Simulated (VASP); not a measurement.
# TaN (Fm-3m) in VASP: further runs, part 2 of 2

VASP 6.6.1. The steps go on from the part before.

## (4) Relaxation of cell and atoms, PBE

This run uses another cell than the first one, of 10.35 Å³/atom, 0.960 times its volume.

The input, INCAR:

```
PREC     = Accurate       # precision mode
ENCUT    = 600            # plane-wave cutoff, eV
EDIFF    = 1E-6           # SCF threshold, eV
ISMEAR   = -1             # smearing method
SIGMA    = 0.02           # smearing width, eV
LREAL    = False          # projectors in reciprocal space
LASPH    = True           # aspherical terms in the spheres
NELM     = 60             # most SCF steps
ALGO     = Normal         # electronic algorithm
ISIF     = 3              # what is computed and relaxed
LWAVE    = False          # write WAVECAR
LCHARG   = False          # write CHGCAR
GGA      = PE             # functional
IBRION   = 2              # ionic algorithm
NSW      = 70             # ionic steps
EDIFFG   = -0.005         # ionic threshold
```

The input, KPOINTS:

```
Automatic mesh
0
Gamma
  11 11 11
```

The input, POSCAR:

```
TaN
1.0
    0.0000000000      2.1790000000      2.1790000000
    2.1790000000      0.0000000000      2.1790000000
    2.1790000000      2.1790000000      0.0000000000
Ta N
1 1
Direct
    0.5000000000      0.5000000000      0.5000000000
    0.0000000000      0.0000000000      0.0000000000
```

Potentials or basis: VASP PAW PBE potentials, release 64 (Ta_pv, N).

On the command line:

```
> cat potpaw_PBE.64/Ta_pv/POTCAR potpaw_PBE.64/N/POTCAR > POTCAR
> mpirun -np 1 vasp_std > vasp.out
```

OUTCAR:

```text
PREC = Accurate
   ENCUT = 600
   EDIFF = 1E-6
   ISMEAR = -1
   LREAL = False
   LASPH = True
   NELM = 60
   ISIF = 3
   GGA = PE
   IBRION = 2
   NSW = 70
   EDIFFG = -0.005

 ion  position               nearest neighbor table
   1  0.500  0.500  0.500-   2 2.18   2 2.18   2 2.18   2 2.18   2 2.18   2 2.18
   2  0.000  0.000  0.000-   1 2.18   1 2.18   1 2.18   1 2.18   1 2.18   1 2.18

  LATTYP: Found a face centered cubic cell.
 ALAT       =     4.3580000000

  Lattice vectors:

 A1 = (   0.0000000000,   2.1790000000,   2.1790000000)
 A2 = (   2.1790000000,   0.0000000000,   2.1790000000)
 A3 = (   2.1790000000,   2.1790000000,   0.0000000000)

Analysis of symmetry for initial positions (statically):
=====================================================================
 Subroutine PRICEL returns:
 Original cell was already a primitive cell.

 Routine SETGRP: Setting up the symmetry group for a
 face centered cubic supercell.

 Subroutine GETGRP returns: Found 48 space group operations
 (whereof 48 operations were pure point group operations)
 out of a pool of 48 trial point group operations.

The static configuration has the point symmetry O_h .

Analysis of symmetry for dynamics (positions and initial velocities):
[... 169 lines left out ...]
  in kB      154.4896689    154.4896689    154.4896689     -0.0000000      0.0000000     -0.0000000
  external PRESSURE =     154.4896689 kB  Pullay stress =       0.0000000 kB
[... 95 lines left out ...]
--------------------------------------- Ionic step        4  -------------------------------------------

 number of electron      15.9999999 magnetization

 Free energy of the ion-electron system (eV)
  ---------------------------------------------------
  ext. energy  EPLUGINS =         0.00000000
  ---------------------------------------------------
  free energy    TOTEN  =       -21.82276767 eV

  energy without entropy =      -21.82246898  energy(sigma->0) =      -21.82261832

 E-fermi :   9.4279     XC(G=0): -13.3529

 val. band max:        9.3226216187   @ k =  -0.3636   0.2727   0.0909
 cond. band min:       9.4317937153   @ k =   0.0000   0.0000   0.0000
 fundamental gap:      0.1091720967
 Fermi energy:         9.4278540439

 k-point     1 :       0.0000    0.0000    0.0000
  band No.  band energies     occupation
      1     -26.4367      2.00000
      2     -26.4367      2.00000
      3     -26.4367      2.00000
      4      -9.3634      2.00000
      5       5.5920      2.00000
      6       5.5920      2.00000
      7       5.5920      2.00000
      8       7.3081      2.00000
      9       7.3081      2.00000
     10       7.3081      2.00000
     11       9.4318      0.90183
     12       9.4318      0.90180
[... 331 lines left out ...]
 k-point    24 :      -0.1818    0.1818    0.0000
  band No.  band energies     occupation
      1     -26.8846      2.00000
      2     -26.6081      2.00000
      3     -26.4699      2.00000
      4      -7.7698      2.00000
      5       1.2040      2.00000
      6       2.6289      2.00000
      7       3.3800      2.00000
      8       8.6909      2.00000
      9       9.0661      2.00000
     10      10.7244      0.00000
     11      11.1822      0.00000
     12      14.8782      0.00000

 [... further k-points ...]
[... 5 lines left out ...]
  --------------------------------------------------------------------------------------
  -------------------------------------------------------------------------------------
  Total       -0.0084195     -0.0084195     -0.0084195     -0.0000000     -0.0000000     -0.0000000
  in kB       -0.6247161     -0.6247161     -0.6247161     -0.0000000     -0.0000000     -0.0000000
  external PRESSURE =      -0.6247161 kB  Pullay stress =       0.0000000 kB
[... 17 lines left out ...]
  FREE ENERGIE OF THE ION-ELECTRON SYSTEM (eV)
  ---------------------------------------------------
  free  energy   TOTEN  =       -21.8227676678 eV

  energy  without entropy=      -21.8224689813  energy(sigma->0) =      -21.82261832

 reached required accuracy - stopping structural energy minimisation
```

OSZICAR:

```text
N       E                     dE             d eps       ncg     rms          rms(c)
DAV:   1     0.101502746669E+03    0.10150E+03   -0.10236E+04  1344   0.159E+03
DAV:   2    -0.202263895058E+02   -0.12173E+03   -0.11485E+03  1528   0.376E+02
[... 32 lines left out ...]
   3 F= -.21822718E+02 E0= -.21822568E+02  d E =-.416109E-01
       N       E                     dE             d eps       ncg     rms          rms(c)
DAV:   1    -0.218228974061E+02   -0.17979E-03   -0.45259E-03  1352   0.880E-01    0.126E-01
DAV:   2    -0.218227939886E+02    0.10342E-03   -0.13937E-04  1428   0.136E-01    0.515E-02
DAV:   3    -0.218227669868E+02    0.27002E-04   -0.84605E-05  1520   0.105E-01    0.935E-03
DAV:   4    -0.218227676678E+02   -0.68099E-06   -0.76419E-07  1100   0.109E-02
   4 F= -.21822768E+02 E0= -.21822618E+02  d E =-.416608E-01
```

Wall time 29 s (1 thread of Intel Xeon 6975P-C (Granite Rapids), shared host); peak memory 0.18 GiB.

Results:

```yaml
Free_energy: -21.8228 eV
Relaxed_volume: 10.80 Å³/atom
Relaxed_cell: a = 3.126 Å, b = 3.126 Å, c = 3.126 Å, α = 60.00°, β = 60.00°, γ = 60.00°
Space_group_after_relaxing_to_0.05_Å: Fm-3m (No. 225)
Energy_gained_by_relaxing: 20.8 meV/atom
Ionic_steps: 4
Pressure_after_relaxing: -0.1 GPa
Band_gap_on_the_k_mesh: zero (band 8 reaches 11.01 eV, above the bottom of band 9 at 7.31 eV)
```

Step by step:
| step | energy change (eV) | largest force (eV/Å) | pressure (GPa) | volume (Å³) |
| --- | --- | --- | --- | --- |
| 1 | 0.0000 | 0.0000 | 15.45 | 20.69 |
| 2 | 0.1575 | 0.0000 | -26.06 | 23.83 |
| 3 | -0.0416 | 0.0000 | -0.48 | 21.62 |
| 4 | -0.0417 | 0.0000 | -0.06 | 21.59 |

Final structure:
```xyz
2
Lattice="0.0000 2.2102 2.2102 2.2102 0.0000 2.2102 2.2102 2.2102 0.0000" Properties=species:S:1:pos:R:3 pbc="T T T"
Ta    2.2102    2.2102    2.2102
N     0.0000    0.0000    0.0000
```

Levels at points of the mesh, in eV from the Fermi level:
| k point | band 6 | band 7 | band 8 | band 9 | band 10 | band 11 |
| --- | --- | --- | --- | --- | --- | --- |
| (0.00, 0.00, 0.00) | -3.84 | -3.84 | -2.12 | -2.12 | -2.12 | 0.00 |

Caveat: spin-orbit coupling is left out, which moves the levels of the heavy elements.

## (5) Relaxation of cell and atoms, PBE

The input, INCAR:

```
SYSTEM = TaN
PREC = Accurate
ENCUT = 600
EDIFF = 1E-6
ISMEAR = -1
SIGMA = 0.02
LREAL = .FALSE.
LASPH = .TRUE.
NELM = 100
ALGO = Normal
ISIF = 3
LWAVE = .FALSE.
LCHARG = .FALSE.
GGA = PE
IBRION = 2
NSW = 32
EDIFFG = -0.005
```

The input, KPOINTS:

```
regular mesh
0
G
  11 11 11
  0 0 0
```

The input, POSCAR:

```
TaN
1.0
    0.0000000000      2.2085294952      2.2085294952
    2.2085294952      0.0000000000      2.2085294952
    2.2085294952      2.2085294952      0.0000000000
Ta N
1 1
Direct
    0.5000000000      0.5000000000      0.5000000000
    0.0000000000      0.0000000000      0.0000000000
```

Potentials or basis: VASP PAW PBE potentials, release 64 (Ta_pv, N).

On the command line:

```
> cat potpaw_PBE.64/Ta_pv/POTCAR potpaw_PBE.64/N/POTCAR > POTCAR
> mpirun -np 1 vasp_std > vasp.out
```

OUTCAR:

```text
SYSTEM = TaN
   PREC = Accurate
   ENCUT = 600
   EDIFF = 1E-6
   ISMEAR = -1
   LREAL = .FALSE.
   LASPH = .TRUE.
   NELM = 100
   ISIF = 3
   GGA = PE
   IBRION = 2
   NSW = 32
   EDIFFG = -0.005

 ion  position               nearest neighbor table
   1  0.500  0.500  0.500-   2 2.21   2 2.21   2 2.21   2 2.21   2 2.21   2 2.21
   2  0.000  0.000  0.000-   1 2.21   1 2.21   1 2.21   1 2.21   1 2.21   1 2.21

  LATTYP: Found a face centered cubic cell.
 ALAT       =     4.4170589904

  Lattice vectors:

 A1 = (   0.0000000000,   2.2085294952,   2.2085294952)
 A2 = (   2.2085294952,   0.0000000000,   2.2085294952)
 A3 = (   2.2085294952,   2.2085294952,   0.0000000000)

Analysis of symmetry for initial positions (statically):
=====================================================================
 Subroutine PRICEL returns:
 Original cell was already a primitive cell.

 Routine SETGRP: Setting up the symmetry group for a
 face centered cubic supercell.

 Subroutine GETGRP returns: Found 48 space group operations
 (whereof 48 operations were pure point group operations)
 out of a pool of 48 trial point group operations.

The static configuration has the point symmetry O_h .

Analysis of symmetry for dynamics (positions and initial velocities):
=====================================================================
 Subroutine PRICEL returns:
[... 228 lines left out ...]
--------------------------------------- Ionic step        3  -------------------------------------------

 number of electron      15.9999999 magnetization

 Free energy of the ion-electron system (eV)
  ---------------------------------------------------
  ext. energy  EPLUGINS =         0.00000000
  ---------------------------------------------------
  free energy    TOTEN  =       -21.82406519 eV

  energy without entropy =      -21.82376665  energy(sigma->0) =      -21.82391592

 E-fermi :   9.4303     XC(G=0): -13.3540

 val. band max:        9.3250363617   @ k =  -0.3636   0.2727   0.0909
 cond. band min:       9.4341932155   @ k =   0.0000   0.0000   0.0000
 fundamental gap:      0.1091568538
 Fermi energy:         9.4302810997

 k-point     1 :       0.0000    0.0000    0.0000
  band No.  band energies     occupation
      1     -26.4340      2.00000
      2     -26.4340      2.00000
      3     -26.4340      2.00000
      4      -9.3627      2.00000
      5       5.5938      2.00000
      6       5.5938      2.00000
      7       5.5938      2.00000
      8       7.3099      2.00000
      9       7.3099      2.00000
     10       7.3099      2.00000
     11       9.4342      0.90251
     12       9.4342      0.90248
[... 331 lines left out ...]
 k-point    24 :      -0.1818    0.1818    0.0000
  band No.  band energies     occupation
      1     -26.8822      2.00000
      2     -26.6055      2.00000
      3     -26.4672      2.00000
      4      -7.7686      2.00000
      5       1.2050      2.00000
      6       2.6296      2.00000
      7       3.3813      2.00000
      8       8.6931      2.00000
      9       9.0684      2.00000
     10      10.7273      0.00000
     11      11.1856      0.00000
     12      14.8824      0.00000

 [... further k-points ...]
[... 5 lines left out ...]
  --------------------------------------------------------------------------------------
  -------------------------------------------------------------------------------------
  Total        0.0011554      0.0011554      0.0011554     -0.0000000     -0.0000000     -0.0000000
  in kB        0.0857469      0.0857469      0.0857469     -0.0000000     -0.0000000     -0.0000000
  external PRESSURE =       0.0857469 kB  Pullay stress =       0.0000000 kB
[... 17 lines left out ...]
  FREE ENERGIE OF THE ION-ELECTRON SYSTEM (eV)
  ---------------------------------------------------
  free  energy   TOTEN  =       -21.8240651914 eV

  energy  without entropy=      -21.8237666472  energy(sigma->0) =      -21.82391592

 reached required accuracy - stopping structural energy minimisation
```

It took 21 s on 1 thread of Intel Xeon 6975P-C (Granite Rapids), shared host; peak memory 0.17 GiB.

Results:

```yaml
Free_energy: -21.8241 eV
Relaxed_volume: 10.79 Å³/atom
Relaxed_cell: a = 3.125 Å, b = 3.125 Å, c = 3.125 Å, α = 60.00°, β = 60.00°, γ = 60.00°
Space_group_after_relaxing_to_0.05_Å: Fm-3m (No. 225)
Energy_gained_by_relaxing: 0.1 meV/atom
Ionic_steps: 3
Pressure_after_relaxing: 0.0 GPa
Band_gap_on_the_k_mesh: zero (band 8 reaches 11.01 eV, above the bottom of band 9 at 7.31 eV)
```

Step by step:
| step | energy change (eV) | largest force (eV/Å) | pressure (GPa) | volume (Å³) |
| --- | --- | --- | --- | --- |
| 1 | 0.0000 | 0.0000 | 0.68 | 21.54 |
| 2 | 0.0004 | 0.0000 | -1.49 | 21.69 |
| 3 | -0.0001 | 0.0000 | 0.01 | 21.59 |

Final structure:
```
Ta N
1.0
     0.00000    2.21003    2.21003
     2.21003    0.00000    2.21003
     2.21003    2.21003    0.00000
Ta N
1 1
Direct
  0.50000 0.50000 0.50000
  0.00000 0.00000 0.00000
```

Caveat: spin-orbit coupling is left out, which moves the levels of the heavy elements.

## (6) The runs side by side

```csv
task,cell,cutoff (eV),gap on the mesh (eV),pressure (GPa),relaxed volume (Å³/atom)
single point,"a = 3.124 Å, angles 60.0°, 2 atoms",520,none,0.6,-
single point,"a = 3.172 Å, angles 60.0°, 2 atoms",520,none,-13.1,-
relaxation of cell and atoms,"relaxed from a = 3.082 Å, angles 60.0°, 2 atoms",600,none,-0.1,10.80
relaxation of cell and atoms,"relaxed from a = 3.123 Å, angles 60.0°, 2 atoms",600,none,0.0,10.79
```

Alike in all rows: level PBE; potentials or basis VASP PAW PBE potentials, release 64 (Ta_pv, N); no spin polarisation; k mesh 11 × 11 × 11; smearing fermi-dirac 0.02 eV.

Caveats: spin-orbit coupling is left out, which moves the levels of the heavy elements.

Total energies depend on the potentials used, so only differences within one code and one set of settings carry meaning.
